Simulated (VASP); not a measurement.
Runs of VASP 6.6.1 on GaO. The structure is that of space group P-6m2 (No. 187), or close to it. The cells are those of the table. The cell was generated, and may not be a known phase.

```tsv
task	spin	cell	k mesh	cutoff (eV)	gap on the mesh (eV)	pressure (GPa)	moment (μB)	relaxed volume (Å³/atom)
single point	off	a = 3.042, b = 3.042, c = 2.959 Å, angles 90.0, 90.0, 120.0°, 2 atoms	6 × 6 × 6	520	none	0.2	-	-
relaxation of cell and atoms	collinear, ferromagnetic start	relaxed from a = 2.736, b = 2.736, c = 4.102 Å, angles 90.0, 90.0, 120.0°, 2 atoms	6 × 6 × 4	600	none	0.2	0.00	(b)
relaxation of cell and atoms	off	relaxed from a = 3.081, b = 3.081, c = 2.900 Å, angles 90.0, 90.0, 120.0°, 2 atoms	6 × 6 × 6	600	none	0.0	-	11.86
relaxation of cell and atoms	off	relaxed from a = 3.042, b = 3.042, c = 2.959 Å, angles 90.0, 90.0, 120.0°, 2 atoms	24 × 24 × 18	600	none	0.0	-	11.85
single point	off	a = 3.047, b = 3.047, c = 2.945 Å, angles 90.0, 90.0, 120.0°, 2 atoms	24 × 24 × 18	520	none	0.4	-	-
single point	collinear, ferromagnetic start	a = 3.081, b = 3.081, c = 2.900 Å, angles 90.0, 90.0, 120.0°, 2 atoms	6 × 6 × 4	520	none	(a)	0.00	-
single point	collinear, ferromagnetic start	a = 2.736, b = 2.736, c = 4.102 Å, angles 90.0, 90.0, 120.0°, 2 atoms	6 × 6 × 4	520	none	-9.5	0.00	-
```

Alike in all rows: level PBE; potentials or basis VASP PAW PBE potentials, release 64 (Ga_d, O); smearing gaussian 0.1 eV.

**Question.** Estimate the missing entries.

**Answer.** (a) 0.3; (b) 11.91.

Caveats: some runs use coarse meshes; an odd number of electrons without spin polarisation forces a metal (at least some runs); a magnetic or distorted state may lie lower (at least some runs); a cell axis changed by over 15 % at a fixed basis, so the end point is rough (at least some runs).

A k mesh can miss the band edges, and the runs leave out spin-orbit coupling on Ga.

A gap of «none» marks levels without a gap at the run's occupations.
